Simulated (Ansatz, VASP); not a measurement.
## Al in VASP and in Ansatz

```xyz
4
Lattice="2.8932 0.0000 0.0000 -1.4466 2.5056 0.0000 0.0000 0.0000 8.4426" Properties=species:S:1:pos:R:3 pbc="T T T"
Al    0.0000    0.0000    0.0000
Al    0.0000    1.6704    2.1107
Al    0.0000    0.0000    4.2213
Al    1.4466    0.8352    6.3320
```

Alike in both runs: task single point; functional PBE; dispersion D3(BJ); k mesh 18 × 18 × 4; occupations gaussian, width 0.15 eV; no spin polarisation.

```csv
,VASP,Ansatz
version,VASP 6.6.1,Ansatz 0.2.0
potentials or method,"VASP PAW PBE potentials, release 64 (Al), cutoff 520 eV","scalar-relativistic, plane waves, PAW"
valence electrons in the cell,12,12
```

```tsv
	VASP	Ansatz	Ansatz less VASP
gap on the k mesh at the Fermi level (eV)	none	none	-
pressure (GPa)	4.8	4.8	0.00
traceless stress, the component that is largest in VASP (GPa)	8.73	8.73	-0.001
```

A gap of «none» marks a metal or a gap that the smearing closes.
